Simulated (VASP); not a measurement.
# ScAl3 (Amm2) in VASP: a series of runs, part 2 of 2

VASP 6.6.1. The steps go on from the part before.

### Step 3. Single point, PBE (all Al atoms moved +0.037 Å, as atom 2 along Cartesian [1 1 0])

INCAR reads:

```
ALGO = Fast
EDIFF = 1E-7
ENCUT = 520
GGA = PE
ISIF = 2
ISMEAR = 0
LASPH = True
LCHARG = False
LREAL = False
LWAVE = False
NBANDS = 18
NELM = 100
PREC = Accurate
SIGMA = 0.15
```

KPOINTS reads:

```
k-points
0
Gamma
  12 12 12
```

POSCAR reads:

```
ScAl3
1.0
    4.1053305968      0.0000000000      0.0000000000
    0.0000000000      4.1053305968      0.0000000000
    0.0000000000      0.0000000000      4.1053305968
Sc Al
1 3
Direct
    0.0000000000      0.0000000000      0.0000000000
    0.5064590424      0.0064590424      0.5000000000
    0.0064590424      0.5064590424      0.5000000000
    0.5064590424      0.5064590424      0.0000000000
```

Potentials or basis: VASP PAW PBE potentials, release 64 (Sc_sv, Al).

Command:

```console
$ cat potpaw_PBE.64/Sc_sv/POTCAR potpaw_PBE.64/Al/POTCAR > POTCAR
$ mpirun -np 1 vasp_std > vasp.out
```

OUTCAR:

```text
EDIFF = 1E-7
   ENCUT = 520
   GGA = PE
   ISIF = 2
   ISMEAR = 0
   LASPH = True
   LREAL = False
   NELM = 100
   PREC = Accurate

 ion  position               nearest neighbor table
   1  0.000  0.000  0.000-   4 2.87   3 2.88   2 2.88   2 2.88   3 2.88   4 2.90   4 2.90   3 2.92
                             2 2.92   3 2.92   2 2.92   4 2.94
   2  0.506  0.006  0.500-   1 2.88   1 2.88   4 2.90   3 2.90   4 2.90   3 2.90   4 2.90   4 2.90
                             3 2.90   3 2.90   1 2.92   1 2.92
   3  0.006  0.506  0.500-   1 2.88   1 2.88   4 2.90   2 2.90   4 2.90   2 2.90   2 2.90   4 2.90
                             4 2.90   2 2.90   1 2.92   1 2.92
   4  0.506  0.506  0.000-   1 2.87   2 2.90   3 2.90   2 2.90   3 2.90   2 2.90   2 2.90   3 2.90
                             3 2.90   1 2.90   1 2.90   1 2.94

  LATTYP: Found a simple cubic cell.
 ALAT       =     4.1053305968

  Lattice vectors:

 A1 = (   4.1053305968,   0.0000000000,   0.0000000000)
 A2 = (   0.0000000000,   4.1053305968,   0.0000000000)
 A3 = (   0.0000000000,   0.0000000000,   4.1053305968)

Analysis of symmetry for initial positions (statically):
=====================================================================
 Subroutine PRICEL returns:
 Original cell was already a primitive cell.

 Routine SETGRP: Setting up the symmetry group for a
 simple cubic supercell.

 Subroutine GETGRP returns: Found  4 space group operations
 (whereof  4 operations were pure point group operations)
 out of a pool of 48 trial point group operations.

The static configuration has the point symmetry C_2v.

Analysis of symmetry for dynamics (positions and initial velocities):
=====================================================================
 Subroutine PRICEL returns:
 Original cell was already a primitive cell.

 Routine SETGRP: Setting up the symmetry group for a
 simple cubic supercell.

 Subroutine GETGRP returns: Found  4 space group operations
 (whereof  4 operations were pure point group operations)
[... 122 lines left out ...]
   EFERMI_NEDOS =   21; number of points for ismear=-14 and -15
   IALGO  =     68    algorithm
   IMIX   =      4    mixing-type and parameters
     AMIX     =   0.40;   BMIX     =  1.00
     AMIX_MAG =   1.60;   BMIX_MAG =  1.00
  volume/ion in A,a.u.               =      17.30       116.73
  Fermi-wavevector in a.u.,A,eV,Ry     =   1.082439  2.045513 15.941590  1.171674
  Thomas-Fermi vector in A             =   2.218480
   LORBIT       =      0    0 simple, 1 ext, 2 COOP (PROOUT), +10 PAW based schemes
   GGA     = PE    functional components
   LHFCALC =     F    Hartree Fock is set to
   AEXX    =    0.0000 exact exchange contribution
   IVDW    =     0    specifies the selected vdW correction
   LEPSILON=     F    determine dielectric tensor
   LRPA    =     F    only Hartree local field effects (RPA)
 non-spin polarized calculation
 RMM-DIIS sequential band-by-band and
 Gauss-broadening in eV      SIGMA  =   0.15
  energy-cutoff  :      520.00
  volume of cell :       69.19
 maximum number of plane-waves:      1888
   NGX = 15   NGY = 15   NGZ = 15

 number of electron      19.9999997 magnetization

 Free energy of the ion-electron system (eV)
  ---------------------------------------------------
  ext. energy  EPLUGINS =         0.00000000
  ---------------------------------------------------
  free energy    TOTEN  =       -19.30027775 eV

  energy without entropy =      -19.28525265  energy(sigma->0) =      -19.29276520

 E-fermi :   7.1760     XC(G=0): -10.3668

 val. band max:        7.1475404060   @ k =   0.2500   0.0833   0.0000
 cond. band min:       7.1861233545   @ k =   0.3333   0.2500   0.0000
 fundamental gap:      0.0385829484
 Fermi energy:         7.1760200743

 k-point     1 :       0.0000    0.0000    0.0000
  band No.  band energies     occupation
      1     -41.8581      2.00000
      2     -20.5570      2.00000
      3     -20.5569      2.00000
      4     -20.5567      2.00000
      5      -2.8056      2.00000
      6       4.5510      2.00000
[... 481 lines left out ...]
      5      -2.1817      2.00000
      6       2.1025      2.00000
[... 10 lines left out ...]
     17      12.0199      0.00000
     18      12.8448      0.00000

 [... further k-points ...]
[... 5 lines left out ...]
  --------------------------------------------------------------------------------------
  -------------------------------------------------------------------------------------
  Total        0.0444789      0.0444789      0.0428468      0.0103650      0.0000000      0.0000000
  in kB        1.0299598      1.0299598      0.9921664      0.2400138      0.0000000      0.0000000
  external PRESSURE =       1.0173620 kB  Pullay stress =       0.0000000 kB

 VOLUME and BASIS-vectors are now :
 -----------------------------------------------------------------------------
  energy-cutoff  :      520.00
  volume of cell :       69.19
      direct lattice vectors                 reciprocal lattice vectors
     4.105330597  0.000000000  0.000000000     0.243585742  0.000000000  0.000000000
     0.000000000  4.105330597  0.000000000     0.000000000  0.243585742  0.000000000
     0.000000000  0.000000000  4.105330597     0.000000000  0.000000000  0.243585742

 POSITION                                       TOTAL-FORCE (eV/Angst)
 -----------------------------------------------------------------------------------
      0.00000      0.00000      0.00000         0.249182      0.249182      0.000000
      2.07918      0.02652      2.05267        -0.112301     -0.024262      0.000000
      0.02652      2.07918      2.05267        -0.024262     -0.112301      0.000000
      2.07918      2.07918      0.00000        -0.112619     -0.112619      0.000000
 -----------------------------------------------------------------------------------
    total drift:                                0.000122      0.000122      0.000000

  FREE ENERGIE OF THE ION-ELECTRON SYSTEM (eV)
  ---------------------------------------------------
  free  energy   TOTEN  =       -19.3002777460 eV

  energy  without entropy=      -19.2852526538  energy(sigma->0) =      -19.29276520
```

stdout:

```text
POSCAR found type information on POSCAR ScAl
 POSCAR found :  2 types and       4 ions
 scaLAPACK will be used
 LDA part: xc-table for (Slater+PW92), standard interpolation
 POSCAR, INCAR and KPOINTS ok, starting setup
 FFT: planning ... GRIDC
 FFT: planning ... GRID_SOFT
 FFT: planning ... GRID
 WAVECAR not read
 entering main loop
```

Wall time 2.9 min (1 thread of Intel Xeon 6975P-C (Granite Rapids), shared host); peak memory 0.44 GiB.

Results:

```
Free energy            : -19.3003 eV
Pressure               : 0.1 GPa
Largest force          : 0.352 eV/Å
Band gap on the k mesh : zero (bands 10 and 11 overlap by 3.86 eV)
```

Forces in eV/Å, atoms in the order of the input:
```
Sc   0.249  0.249  0.000
Al  -0.112 -0.024  0.000
Al  -0.024 -0.112  0.000
Al  -0.113 -0.113  0.000
```

Levels at points of the mesh, in eV from the Fermi level:
| k point | band 8 | band 9 | band 10 | band 11 | band 12 | band 13 |
| --- | --- | --- | --- | --- | --- | --- |
| (0.00, 0.00, 0.00) | -1.83 | -1.83 | -1.82 | 1.25 | 1.28 | 1.28 |
| (0.50, 0.00, 0.00) | -1.71 | -1.47 | 0.78 | 0.96 | 0.97 | 1.34 |
| (0.00, 0.00, 0.50) | -1.71 | -1.46 | 0.78 | 0.96 | 0.97 | 1.34 |
| (0.50, 0.50, 0.00) | -4.35 | -0.55 | -0.55 | 1.18 | 1.34 | 2.04 |
| (0.00, 0.50, 0.50) | -4.35 | -0.54 | -0.54 | 1.17 | 1.35 | 2.04 |
| (0.50, 0.50, 0.50) | -4.44 | -2.96 | -2.96 | -2.96 | 0.91 | 2.57 |

Caveat: the cell differs from its parent crystal (all Al atoms moved +0.037 Å, as atom 2 along Cartesian [1 1 0]).
